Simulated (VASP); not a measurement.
A run of VASP 6.6.1 is set up as follows.

The input INCAR:

```
PREC = Accurate ; ENCUT = 600
EDIFF = 1E-6 ; ISMEAR = 0
SIGMA = 0.1 ; LREAL = F
LASPH = T ; NELM = 60
ALGO = Normal ; ISIF = 3
LWAVE = F ; LCHARG = F
GGA = PE ; IBRION = 2
NSW = 100 ; EDIFFG = -0.01
```

Contents of KPOINTS:

```
regular mesh
0
Gamma
  12 12 12
```

Contents of POSCAR:

```
Si3Te
1.0
    4.2438362543      0.0000000000      0.0000000000
    0.0000000000      4.2438362543      0.0000000000
    0.0000000000      0.0000000000      4.2438362543
Si Te
3 1
Direct
    0.0000000000      0.5000000000      0.5000000000
    0.5000000000      0.0000000000      0.5000000000
    0.5000000000      0.5000000000      0.0000000000
    0.0000000000      0.0000000000      0.0000000000
```

Potentials or basis: VASP PAW PBE potentials, release 64 (Si, Te).

Launch:

```sh
$ cat potpaw_PBE.64/Si/POTCAR potpaw_PBE.64/Te/POTCAR > POTCAR
$ mpirun -np 1 vasp_std > vasp.out
```

(1) Predict the band gap on the k mesh.

Answers

(1) zero (bands 9 and 10 overlap by 6.24 eV).

Caveat: the relaxation stopped at its first step, so nothing moved; spin-orbit coupling is left out, which moves the levels of the heavy elements.
